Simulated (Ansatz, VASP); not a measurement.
# Two plane-wave programs on Te5Mo

INCAR

```
SYSTEM = Te5Mo
PREC = Accurate
ENCUT = 520
EDIFF = 1E-7
ISMEAR = 0
SIGMA = 0.1
LREAL = .FALSE.
LASPH = .TRUE.
NELM = 150
ALGO = Normal
ISIF = 2
LWAVE = .FALSE.
LCHARG = .TRUE.
ISPIN = 2
MAGMOM = 0 0 0 0 0 1
LORBIT = 11
LMAXMIX = 4
GGA = PE
LELF = .TRUE.
LVHAR = .TRUE.
NBANDS = 35
```

KPOINTS

```
Automatic mesh
0
G
  3 3 6
  0 0 0
```

The input POSCAR:

```
Te5Mo
1.0
    8.4283018050      0.0000000000      0.0000000000
   -4.2141509025      7.2991234739      0.0000000000
    0.0000000000      0.0000000000      3.2376149571
Te Mo
5 1
Direct
    0.0000000000      0.2564913335      0.5000000000
    0.7435086665      0.7435086665      0.5000000000
    0.2564913335      0.0000000000      0.5000000000
    0.6666666667      0.3333333333      0.0000000000
    0.3333333333      0.6666666667      0.0000000000
    0.0000000000      0.0000000000      0.0000000000
```

Input for Ansatz:

```yaml
crystal:
  lattice:
    - [8.428301805, 0.0, 0.0]
    - [-4.2141509025, 7.2991234739, 0.0]
    - [0.0, 0.0, 3.2376149571]
  atoms:
    - { symbol: Te, position: [0.0, 0.2564913335, 0.5] }
    - { symbol: Te, position: [0.7435086665, 0.7435086665, 0.5] }
    - { symbol: Te, position: [0.2564913335, 0.0, 0.5] }
    - { symbol: Te, position: [0.6666666667, 0.3333333333, 0.0] }
    - { symbol: Te, position: [0.3333333333, 0.6666666667, 0.0] }
    - { symbol: Mo, position: [0.0, 0.0, 0.0], spin: 1.0 }
basis:
  ecutwfc: 420
kpoints:
  mp_grid: { grid: [3, 3, 6] }
hamiltonian:
  xc: pbe
scf:
  occupations: { method: gaussian, width: 0.1 }
  lower_state_search: "off"
output:
  forces: true
  stress: true
  eigenvalues: true
  populations: true
magnetization:
  spin_polarized: true
```

Change from the starting cell: species swapped into the MgZn5 type (P-62m, No. 189).

Alike in both runs: task single point; functional PBE; k mesh 3 × 3 × 6; occupations gaussian, width 0.1 eV; collinear spin.

```csv
,VASP,Ansatz
version,VASP 6.6.1,Ansatz 0.2.0
potentials or method,"VASP PAW PBE potentials, release 64 (Te, Mo_sv), cutoff 520 eV","scalar-relativistic, plane waves, PAW"
valence electrons in the cell,44,94
```

VASP gave:

* gap on the k mesh at the Fermi level (eV): none
* pressure (GPa): -0.1
* rms of the force components (eV/Å): 0.001
* net moment per atom (μB): 0.00

**Question.** Which values does Ansatz return?

**Answer.** gap on the k mesh at the Fermi level (eV): none; pressure (GPa): -0.1; rms of the force components (eV/Å): 0.003; net moment per atom (μB): 0.00.

Atom by atom the forces differ by 0.003 eV/Å (rms over components). A gap of «none» marks a metal or a gap that the smearing closes. VASP's potentials hold 44 valence electrons a cell and Ansatz's 94, so a difference there can come from the potentials and not from the codes. Ansatz's warnings: seeded moment not kept.

Neither program's run includes spin-orbit coupling.
